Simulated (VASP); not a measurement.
# Na2S (Fm-3m) in VASP: notebook, part 3 of 3

VASP 6.6.1. Earlier steps stand in the parts before.

### 5 Single point, r2SCAN

This run uses another cell than the first one, of 19.59 Å³/atom.

The input, POSCAR:

```
Na2S
1.0
    3.0857634768      3.0857634768      0.0000000000
   -3.0857634768      3.0857634768      0.0000000000
    0.0000000000      3.0857634768      3.0857634768
Na S
2 1
Direct
    0.2500000000      0.7500000000      0.5000000000
    0.7500000000      0.2500000000      0.5000000000
    0.0000000000      0.0000000000      0.0000000000
```

The input, INCAR.step1:

```
PREC = Accurate ; ENCUT = 550
ISMEAR = 0 ; SIGMA = 0.01
LREAL = F ; LASPH = T
NELM = 120 ; NBANDS = 17
GGA = PE ; ALGO = Normal
EDIFF = 1E-5 ; LWAVE = T
LCHARG = F ; GGA_COMPAT = F
```

The input, INCAR.step2:

```
PREC = Accurate ; ENCUT = 550
EDIFF = 1E-6 ; ISMEAR = 0
SIGMA = 0.01 ; LREAL = F
LASPH = T ; NELM = 120
ALGO = Normal ; ISIF = 2
LWAVE = F ; LCHARG = F
METAGGA = R2SCAN ; LMIXTAU = T
NBANDS = 17 ; ISTART = 1
GGA_COMPAT = F
```

The input, KPOINTS:

```
regular mesh
0
Gamma
  6 6 6
```

Potentials or basis: VASP PAW PBE potentials, release 64 (Na_pv, S).

Command:

```bash
> cat potpaw_PBE.64/Na_pv/POTCAR potpaw_PBE.64/S/POTCAR > POTCAR
> cp INCAR.step1 INCAR
> mpirun -np 1 vasp_std > vasp.out
> cp INCAR.step2 INCAR
> mpirun -np 1 vasp_std > vasp.out
```

OUTCAR:

```text
PREC = Accurate
   ENCUT = 550
   EDIFF = 1E-6
   ISMEAR = 0
   LREAL = F
   LASPH = T
   NELM = 120
   ISIF = 2
   METAGGA = R2SCAN
   ISTART = 1

 ion  position               nearest neighbor table
   1  0.250  0.750  0.500-   3 2.67   3 2.67   3 2.67   3 2.67
   2  0.750  0.250  0.500-   3 2.67   3 2.67   3 2.67   3 2.67
   3  0.000  0.000  0.000-   2 2.67   1 2.67   1 2.67   2 2.67   1 2.67   2 2.67   2 2.67   1 2.67

  LATTYP: Found a face centered cubic cell.
 ALAT       =     6.1715269536
[... 503 lines left out ...]

  FORCE on cell =-STRESS in cart. coord.  units (eV):
  Direction    XX          YY          ZZ          XY          YZ          ZX
  --------------------------------------------------------------------------------------
  -------------------------------------------------------------------------------------
  Total        2.5072319      2.5072319      2.5072319     -0.0000000      0.0000000     -0.0000000
  in kB       68.3576590     68.3576590     68.3576590     -0.0000000      0.0000000     -0.0000000
  external PRESSURE =      68.3576590 kB  Pullay stress =       0.0000000 kB

 VOLUME and BASIS-vectors are now :
 -----------------------------------------------------------------------------
  energy-cutoff  :      550.00
  volume of cell :       58.76
      direct lattice vectors                 reciprocal lattice vectors
     3.085763477  3.085763477  0.000000000     0.162034454  0.162034454 -0.162034454
    -3.085763477  3.085763477  0.000000000    -0.162034454  0.162034454 -0.162034454
     0.000000000  3.085763477  3.085763477     0.000000000  0.000000000  0.324068908

 POSITION                                       TOTAL-FORCE (eV/Angst)
 -----------------------------------------------------------------------------------
     -1.54288      4.62865      1.54288         0.000000      0.000000      0.000000
      1.54288      4.62865      1.54288        -0.000000     -0.000000     -0.000000
      0.00000      0.00000      0.00000         0.000000     -0.000000      0.000000
 -----------------------------------------------------------------------------------
    total drift:                                0.000000      0.000000      0.000000

  FREE ENERGIE OF THE ION-ELECTRON SYSTEM (eV)
  ---------------------------------------------------
  free  energy   TOTEN  =       -18.7876322899 eV

  energy  without entropy=      -18.7876322899  energy(sigma->0) =      -18.78763229
```

OUTCAR.step1:

```text
PREC = Accurate
   ENCUT = 550
   ISMEAR = 0
   LREAL = F
[... 535 lines left out ...]
     -1.54288      4.62865      1.54288        -0.000000     -0.000000     -0.000000
      1.54288      4.62865      1.54288         0.000000      0.000000      0.000000
      0.00000      0.00000      0.00000        -0.000000      0.000000      0.000000
 -----------------------------------------------------------------------------------
    total drift:                                0.000000      0.000000      0.000000

  FREE ENERGIE OF THE ION-ELECTRON SYSTEM (eV)
  ---------------------------------------------------
  free  energy   TOTEN  =        -9.7209367420 eV

  energy  without entropy=       -9.7209367420  energy(sigma->0) =       -9.72093674
```

It took 97 s on 1 thread of Intel Xeon 8259CL, shared host; peak memory 0.21 GiB.

Results:

- Free energy: -18.7876 eV
- Pressure: 6.8 GPa
- Band gap on the k mesh: 3.73 eV

Levels at points of the mesh, in eV from the valence-band top:
| k point | band 6 | band 7 | band 8 | band 9 | band 10 | band 11 | band 12 | band 13 | band 14 | band 15 |
| --- | --- | --- | --- | --- | --- | --- | --- | --- | --- | --- |
| (0.00, 0.00, 0.00) | -22.62 | -10.83 | 0.00 | 0.00 | 0.00 | 3.73 | 9.06 | 9.06 | 9.06 | 10.21 |
| (0.50, 0.00, 0.00) | -22.66 | -10.44 | -1.91 | -0.12 | -0.12 | 6.31 | 7.67 | 8.05 | 8.05 | 12.70 |
| (0.50, 0.50, 0.00) | -22.60 | -10.32 | -1.68 | -0.50 | -0.50 | 4.26 | 7.27 | 10.87 | 11.76 | 11.76 |

Caveat: the cell stands under pressure; the PAW data sets were made with another functional, which shifts forces and pressure a little.

### 6 Single point, r2SCAN

This run uses another cell than the first one, of 19.59 Å³/atom.

POSCAR is that of step 5.

The input, INCAR.step1:

```
SYSTEM = Na2S
ALGO = Normal
EDIFF = 1E-5
ENCUT = 550
GGA = PE
GGA_COMPAT = .False.
ISMEAR = 0
LASPH = .True.
LCHARG = .False.
LREAL = .False.
LWAVE = .True.
NBANDS = 17
NELM = 120
PREC = Accurate
SIGMA = 0.01
```

The input, INCAR.step2:

```
SYSTEM = Na2S
ALGO = Normal
EDIFF = 1E-6
ENCUT = 550
GGA_COMPAT = .False.
ISIF = 2
ISMEAR = 0
ISTART = 1
LASPH = .True.
LCHARG = .False.
LMIXTAU = .True.
LREAL = .False.
LWAVE = .False.
METAGGA = R2SCAN
NBANDS = 17
NELM = 120
PREC = Accurate
SIGMA = 0.01
```

The input, KPOINTS:

```
k-points
0
Gamma
  6 6 6
  0 0 0
```

Potentials or basis: VASP PAW PBE potentials, release 64 (Na_pv, S).

Command:

```bash
> cat potpaw_PBE.64/Na_pv/POTCAR potpaw_PBE.64/S/POTCAR > POTCAR
> cp INCAR.step1 INCAR
> mpirun -np 1 vasp_std > vasp.out
> cp INCAR.step2 INCAR
> mpirun -np 1 vasp_std > vasp.out
```

OUTCAR:

```text
SYSTEM = Na2S
   EDIFF = 1E-6
   ENCUT = 550
   ISIF = 2
   ISMEAR = 0
   ISTART = 1
   LASPH = .True.
   LREAL = .False.
   METAGGA = R2SCAN
   NELM = 120
   PREC = Accurate

 ion  position               nearest neighbor table
   1  0.250  0.750  0.500-   3 2.67   3 2.67   3 2.67   3 2.67
   2  0.750  0.250  0.500-   3 2.67   3 2.67   3 2.67   3 2.67
   3  0.000  0.000  0.000-   2 2.67   1 2.67   1 2.67   2 2.67   1 2.67   2 2.67   2 2.67   1 2.67

  LATTYP: Found a face centered cubic cell.
 ALAT       =     6.1715269536

[... 502 lines left out ...]

  FORCE on cell =-STRESS in cart. coord.  units (eV):
  Direction    XX          YY          ZZ          XY          YZ          ZX
  --------------------------------------------------------------------------------------
  -------------------------------------------------------------------------------------
  Total        2.5072319      2.5072319      2.5072319     -0.0000000      0.0000000     -0.0000000
  in kB       68.3576590     68.3576590     68.3576590     -0.0000000      0.0000000     -0.0000000
  external PRESSURE =      68.3576590 kB  Pullay stress =       0.0000000 kB

 VOLUME and BASIS-vectors are now :
 -----------------------------------------------------------------------------
  energy-cutoff  :      550.00
  volume of cell :       58.76
      direct lattice vectors                 reciprocal lattice vectors
     3.085763477  3.085763477  0.000000000     0.162034454  0.162034454 -0.162034454
    -3.085763477  3.085763477  0.000000000    -0.162034454  0.162034454 -0.162034454
     0.000000000  3.085763477  3.085763477     0.000000000  0.000000000  0.324068908

 POSITION                                       TOTAL-FORCE (eV/Angst)
 -----------------------------------------------------------------------------------
     -1.54288      4.62865      1.54288         0.000000      0.000000      0.000000
      1.54288      4.62865      1.54288        -0.000000     -0.000000     -0.000000
      0.00000      0.00000      0.00000         0.000000     -0.000000      0.000000
 -----------------------------------------------------------------------------------
    total drift:                                0.000000      0.000000      0.000000

  FREE ENERGIE OF THE ION-ELECTRON SYSTEM (eV)
  ---------------------------------------------------
  free  energy   TOTEN  =       -18.7876322899 eV

  energy  without entropy=      -18.7876322899  energy(sigma->0) =      -18.78763229
```

Wall time 2 min (1 thread of Intel Xeon 8259CL, shared host); peak memory 0.21 GiB.

What came out:

```yaml
Free_energy: -18.7876 eV
Pressure: 6.8 GPa
Band_gap_on_the_k_mesh: 3.73 eV
```

Caveat: the cell stands under pressure; the PAW data sets were made with another functional, which shifts forces and pressure a little. r2SCAN opens gaps a little over a GGA but as a rule still falls short of measured ones.

### 7 Summary

| cell | gap on the mesh (eV) | pressure (GPa) |
| --- | --- | --- |
| a = 4.206 Å, angles 60.0, 60.0, 90.0°, 3 atoms | 4.22 | 15.0 |
| a = 4.296 Å, angles 60.0, 60.0, 90.0°, 3 atoms | 3.93 | 9.9 |
| a = 4.364 Å, angles 60.0, 60.0, 90.0°, 3 atoms | 3.73 | 6.8 |

Alike in all rows: task single point; level r2SCAN; potentials or basis VASP PAW PBE potentials, release 64 (Na_pv, S); no spin polarisation; k mesh 6 × 6 × 6; cutoff (eV) 550; smearing gaussian 0.01 eV.

Caveats: the cell stands under pressure; the PAW data sets were made with another functional, which shifts forces and pressure a little.

Total energies depend on the potentials used, so only differences within one code and one set of settings carry meaning.
